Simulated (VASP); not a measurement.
# Ir (Fm-3m) in VASP: notebook

Runs on Ir. Level: PBE. Tasks: single point.

Program: VASP 6.6.1. These are calculated values, not measurements. Logs are shortened: lines on timing, memory, paths and dates and some standing lists are left out, and cuts for length are marked.

## 1. The cell of the first run

Symmetry: Fm-3m, No. 225, cubic system. Conventional cell: a = 3.839 Å, b = 3.839 Å, c = 3.839 Å, α = 90.00°, β = 90.00°, γ = 90.00°. Ir (site symmetry m-3m) has 12 Ir at 2.71 Å within 3.6 Å.

## 2. Single point, PBE

The input, INCAR:

```
ALGO = Normal
EDIFF = 1E-6
ENCUT = 520
GGA = PE
ISIF = 2
ISMEAR = 0
LASPH = T
LCHARG = F
LREAL = F
LWAVE = F
NBANDS = 10
NELM = 80
PREC = Accurate
SIGMA = 0.15
```

The input, KPOINTS:

```
k-points
0
Gamma
  22 22 22
```

The input, POSCAR:

```
Ir
1.0
    0.0000000000      1.9197000000      1.9197000000
    1.9197000000      0.0000000000      1.9197000000
    1.9197000000      1.9197000000      0.0000000000
Ir
1
Direct
    0.0000000000      0.0000000000      0.0000000000
```

Potentials or basis: VASP PAW PBE potentials, release 64 (Ir).

The run is started by

```console
$ cat potpaw_PBE.64/Ir/POTCAR > POTCAR
$ mpirun -np 1 vasp_std > vasp.out
```

OUTCAR:

```text
EDIFF = 1E-6
   ENCUT = 520
   GGA = PE
   ISIF = 2
   ISMEAR = 0
   LASPH = T
   LREAL = F
   NELM = 80
   PREC = Accurate

 ion  position               nearest neighbor table
   1  0.000  0.000  0.000-

  LATTYP: Found a face centered cubic cell.
 ALAT       =     3.8394000000

  Lattice vectors:

 A1 = (   0.0000000000,   1.9197000000,   1.9197000000)
 A2 = (   1.9197000000,   0.0000000000,   1.9197000000)
 A3 = (   1.9197000000,   1.9197000000,   0.0000000000)

Analysis of symmetry for initial positions (statically):
=====================================================================
 Subroutine PRICEL returns:
 Original cell was already a primitive cell.

 Routine SETGRP: Setting up the symmetry group for a
 face centered cubic supercell.

 Subroutine GETGRP returns: Found 48 space group operations
 (whereof 48 operations were pure point group operations)
 out of a pool of 48 trial point group operations.

The static configuration has the point symmetry O_h .

Analysis of symmetry for dynamics (positions and initial velocities):
=====================================================================
 Subroutine PRICEL returns:
 Original cell was already a primitive cell.

 Routine SETGRP: Setting up the symmetry group for a
 face centered cubic supercell.

 Subroutine GETGRP returns: Found 48 space group operations
 (whereof 48 operations were pure point group operations)
 out of a pool of 48 trial point group operations.

The dynamic configuration has the point symmetry O_h .

 Subroutine INISYM returns: Found 48 space group operations
 (whereof 48 operations are pure point group operations),
 and found     1 'primitive' translations

----------------------------------------------------------------------------------------

                                     Primitive cell

  volume of cell :      14.1491

  direct lattice vectors                    reciprocal lattice vectors
     0.000000000  1.919700000  1.919700000    -0.260457363  0.260457363  0.260457363
     1.919700000  0.000000000  1.919700000     0.260457363 -0.260457363  0.260457363
     1.919700000  1.919700000  0.000000000     0.260457363  0.260457363 -0.260457363

  length of vectors
     2.714865776  2.714865776  2.714865776     0.451125386  0.451125386  0.451125386

  position of ions in fractional coordinates (direct lattice)
     0.000000000  0.000000000  0.000000000

  ion indices of the primitive-cell ions
   primitive index   ion index
                 1           1

----------------------------------------------------------------------------------------

 KPOINTS: k-points

Automatic generation of k-mesh.
 Grid dimensions read from file:
 generate k-points for:   22   22   22

 Generating k-lattice:

  Cartesian coordinates                     Fractional coordinates (reciprocal lattice)
    -0.011838971  0.011838971  0.011838971     0.045454545  0.000000000  0.000000000
     0.011838971 -0.011838971  0.011838971     0.000000000  0.045454545  0.000000000
     0.011838971  0.011838971 -0.011838971     0.000000000  0.000000000  0.045454545

  Length of vectors
     0.020505699  0.020505699  0.020505699

  Shift w.r.t. Gamma in fractional coordinates (k-lattice)
     0.000000000  0.000000000  0.000000000

 Subroutine IBZKPT returns following result:
 ===========================================

 Found    328 irreducible k-points:

 Following reciprocal coordinates:
            Coordinates               Weight
  0.000000  0.000000  0.000000      1.000000
  0.045455  0.000000  0.000000      8.000000
  0.090909  0.000000  0.000000      8.000000
  0.136364  0.000000  0.000000      8.000000
  0.181818  0.000000  0.000000      8.000000
  0.227273  0.000000  0.000000      8.000000
[... 16 lines left out ...]
  0.500000  0.045455  0.000000     24.000000
 -0.454545  0.045455  0.000000     24.000000
 [... further k-points ...]
   k-points           NKPTS =    328   k-points in BZ     NKDIM =    328   number of bands    NBANDS=     10
   number of dos      NEDOS =    301   number of ions     NIONS =      1
   total plane-waves  NPLWV =   8000
   dimension x,y,z NGX =    20 NGY =   20 NGZ =   20
   dimension x,y,z NGXF=    40 NGYF=   40 NGZF=   40
   ions per type =               1
   NGX,Y,Z   is equivalent  to a cutoff of  12.25, 12.25, 12.25 a.u.
   NGXF,Y,Z  is equivalent  to a cutoff of  24.49, 24.49, 24.49 a.u.
 SYSTEM =  unknown system
   PREC   = accura    normal or accurate (medium, high low for compatibility)
   ISTART =      0    job   : 0-new  1-cont  2-samecut
   ICHARG =      2    charge: 1-file 2-atom 10-const
   ISPIN  =      1    spin polarized calculation?
   LNONCOLLINEAR =      F non collinear calculations
   LSORBIT =      F    spin-orbit coupling
   LASPH  =      T    aspherical Exc in radial PAW
   ENCUT  =  520.0 eV  38.22 Ry    6.18 a.u.   5.05  5.05  5.05*2*pi/ulx,y,z
   NELM   =     80;   NELMIN=  2; NELMDL= -5     # of ELM steps
   EDIFF  = 0.1E-05   stopping-criterion for ELM
   LREAL  =      F    real-space projection
   EDIFFG = 0.1E-04   stopping-criterion for IOM
   NSW    =      0    number of steps for IOM
   IBRION =     -1    ionic relax: 0-MD 1-quasi-New 2-CG
   NFREE  =      0    steps in history (QN), initial steepest desc. (CG)
   ISIF   =      2    stress and relaxation
   ISYM   =      2    0-nonsym 1-usesym 2-fastsym
   POTIM  = 0.5000    time-step for ionic-motion
   TEBEG  =    0.0;   TEEND  =   0.0 temperature during run
   PSTRESS=    0.0 pullay stress
   NELECT =       9.0000    total number of electrons
   NUPDOWN=      -1.0000    fix difference up-down
   EMIN   =  10.00;   EMAX   =-10.00  energy-range for DOS
   EFERMI =   0.00;   METHOD = LEGACY
   ISMEAR =     0;   SIGMA  =   0.15  broadening in eV -4-tet -1-fermi 0-gaus
   EFERMI_NEDOS =   21; number of points for ismear=-14 and -15
   IALGO  =     38    algorithm
   IMIX   =      4    mixing-type and parameters
     AMIX     =   0.40;   BMIX     =  1.00
     AMIX_MAG =   1.60;   BMIX_MAG =  1.00
  volume/ion in A,a.u.               =      14.15        95.48
  Fermi-wavevector in a.u.,A,eV,Ry     =   1.407923  2.660589 26.970118  1.982248
  Thomas-Fermi vector in A             =   2.530133
   LORBIT       =      0    0 simple, 1 ext, 2 COOP (PROOUT), +10 PAW based schemes
   GGA     = PE    functional components
   LHFCALC =     F    Hartree Fock is set to
   AEXX    =    0.0000 exact exchange contribution
   IVDW    =     0    specifies the selected vdW correction
   LEPSILON=     F    determine dielectric tensor
   LRPA    =     F    only Hartree local field effects (RPA)
 non-spin polarized calculation
 Gauss-broadening in eV      SIGMA  =   0.15
  energy-cutoff  :      520.00
  volume of cell :       14.15
 maximum number of plane-waves:       392
   NGX =  9   NGY =  9   NGZ =  9

 number of electron       9.0000000 magnetization

 Free energy of the ion-electron system (eV)
  ---------------------------------------------------
  ext. energy  EPLUGINS =         0.00000000
  ---------------------------------------------------
  free energy    TOTEN  =        -8.84128105 eV

  energy without entropy =       -8.82892336  energy(sigma->0) =       -8.83510221

 E-fermi :  10.3762     XC(G=0): -13.9875

 val. band max:       10.3680841236   @ k =  -0.1818   0.1364   0.0455
 cond. band min:      10.3833227664   @ k =   0.4091   0.1818   0.0455
 fundamental gap:      0.0152386427
 Fermi energy:        10.3762292813

 k-point     1 :       0.0000    0.0000    0.0000
  band No.  band energies     occupation
      1      -0.7141      2.00000
      2       6.5190      2.00000
      3       6.5190      2.00000
      4       6.5190      2.00000
      5       9.2070      2.00000
      6       9.2070      2.00000
      7      24.7300      0.00000
      8      30.3152      0.00000
      9      30.3152      0.00000
     10      30.3152      0.00000

 k-point     2 :       0.0455    0.0000    0.0000
  band No.  band energies     occupation
      1      -0.6217      2.00000
      2       6.4689      2.00000
      3       6.5596      2.00000
      4       6.5596      2.00000
      5       9.1802      2.00000
      6       9.1802      2.00000
      7      24.8908      0.00000
      8      29.7902      0.00000
      9      30.4672      0.00000
     10      30.4672      0.00000

 k-point     3 :       0.0909    0.0000    0.0000
  band No.  band energies     occupation
      1      -0.3509      2.00000
      2       6.3330      2.00000
      3       6.6714      2.00000
      4       6.6714      2.00000
      5       9.1142      2.00000
      6       9.1142      2.00000
      7      25.3468      0.00000
      8      28.6676      0.00000
      9      30.9136      0.00000
     10      30.9136      0.00000

 k-point     4 :       0.1364    0.0000    0.0000
  band No.  band energies     occupation
      1       0.0781      2.00000
      2       6.1532      2.00000
      3       6.8212      2.00000
      4       6.8212      2.00000
      5       9.0529      2.00000
      6       9.0529      2.00000
      7      26.0045      0.00000
      8      27.4143      0.00000
      9      31.6267      0.00000
     10      31.6267      0.00000
[... 222 lines left out ...]
 k-point    22 :       0.4545    0.0455    0.0000
  band No.  band energies     occupation
      1       2.3886      2.00000
      2       6.3789      2.00000
      3       6.5404      2.00000
      4       8.7170      2.00000
      5      11.2371      0.00000
      6      11.3623      0.00000
      7      18.4211      0.00000
      8      24.6357      0.00000
      9      30.2559      0.00000
     10      30.6683      0.00000

 k-point    23 :       0.5000    0.0455    0.0000
  band No.  band energies     occupation
      1       2.3834      2.00000
      2       6.3396      2.00000
      3       6.4855      2.00000
      4       9.2033      2.00000
      5      11.3065      0.00000
      6      11.7167      0.00000
      7      17.6807      0.00000
      8      24.4420      0.00000
      9      30.0886      0.00000
     10      30.0987      0.00000

 k-point    24 :      -0.4545    0.0455    0.0000
  band No.  band energies     occupation
      1       2.3855      2.00000
      2       6.3590      2.00000
      3       6.4849      2.00000
      4       9.1191      2.00000
      5      11.1684      0.00000
      6      11.7415      0.00000
      7      17.8434      0.00000
      8      24.4812      0.00000
      9      29.9446      0.00000
     10      30.3990      0.00000

 [... further k-points ...]

------------------------ aborting loop because EDIFF is reached ----------------------------------------

  FORCE on cell =-STRESS in cart. coord.  units (eV):
  Direction    XX          YY          ZZ          XY          YZ          ZX
  --------------------------------------------------------------------------------------
  -------------------------------------------------------------------------------------
  Total        0.8602302      0.8602302      0.8602302      0.0000000      0.0000000      0.0000000
  in kB       97.4081234     97.4081234     97.4081234      0.0000000      0.0000000      0.0000000
  external PRESSURE =      97.4081234 kB  Pullay stress =       0.0000000 kB

 VOLUME and BASIS-vectors are now :
 -----------------------------------------------------------------------------
  energy-cutoff  :      520.00
  volume of cell :       14.15
      direct lattice vectors                 reciprocal lattice vectors
     0.000000000  1.919700000  1.919700000    -0.260457363  0.260457363  0.260457363
     1.919700000  0.000000000  1.919700000     0.260457363 -0.260457363  0.260457363
     1.919700000  1.919700000  0.000000000     0.260457363  0.260457363 -0.260457363

 POSITION                                       TOTAL-FORCE (eV/Angst)
 -----------------------------------------------------------------------------------
      0.00000      0.00000      0.00000         0.000000      0.000000      0.000000
 -----------------------------------------------------------------------------------
    total drift:                               -0.000000     -0.000000     -0.000000

  FREE ENERGIE OF THE ION-ELECTRON SYSTEM (eV)
  ---------------------------------------------------
  free  energy   TOTEN  =        -8.8412810480 eV

  energy  without entropy=       -8.8289233622  energy(sigma->0) =       -8.83510221
```

Run time: 59 s. Hardware: 1 thread of AMD EPYC, shared host; peak memory 0.13 GiB.

Results:

| Property | Result |
| --- | --- |
| Free energy | -8.8413 eV |
| Pressure | 9.7 GPa |

Levels at points of the mesh, in eV from the Fermi level:
| k point | band 2 | band 3 | band 4 | band 5 | band 6 | band 7 |
| --- | --- | --- | --- | --- | --- | --- |
| (0.00, 0.00, 0.00) | -3.86 | -3.86 | -3.86 | -1.17 | -1.17 | 14.35 |
| (0.50, 0.00, 0.00) | -3.96 | -3.96 | -0.73 | 0.92 | 0.92 | 7.29 |
| (0.50, 0.50, 0.00) | -7.31 | 0.89 | 1.50 | 1.50 | 1.73 | 10.54 |

Caveat: spin-orbit coupling is left out, which moves the levels of the heavy elements.

[end of part 1 of 2]
